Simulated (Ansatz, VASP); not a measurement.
# Two plane-wave programs on Se

```
Se
1.0
     4.27707    0.00000    0.00000
    -2.13853    3.70405    0.00000
     0.00000    0.00000    4.85248
Se
3
Cartesian
  1.6565 2.8692 0.0000
  -0.4820 0.8349 3.2350
  0.9641 0.0000 1.6175
```

Alike in both runs: task single point; functional r2SCAN; dispersion D3(BJ); k mesh 7 × 7 × 6; occupations fermi-dirac, width 0.05 eV; no spin polarisation.

|  | VASP | Ansatz |
| --- | --- | --- |
| version | VASP 6.6.1 | Ansatz 0.2.0 |
| potentials or method | VASP PAW PBE potentials, release 64 (Se) | Ansatz PAW |
| plane-wave cutoff (eV) | 520 | 500 |
| valence electrons in the cell | 18 | 48 |

```tsv
	VASP	Ansatz	Ansatz less VASP
gap on the k mesh at the Fermi level (eV)	1.40	1.40	+0.003
least direct gap on the mesh (eV)	1.79	1.80	+0.012
pressure (GPa)	4.7	4.7	0.00
traceless stress, the component that is largest in VASP (GPa)	2.14	2.15	+0.008
rms of the force components (eV/Å)	0.423	0.418	-0.0046
```

VASP's potentials were made for PBE, not for r2SCAN. Atom by atom the forces differ by 0.005 eV/Å (rms over components). VASP's potentials hold 18 valence electrons a cell and Ansatz's 48, so a difference there can come from the potentials and not from the codes.

Noted on Ansatz's run: odd divisions of the mesh miss points on the zone boundary, where band edges often lie, so the gap on the mesh can be too wide.
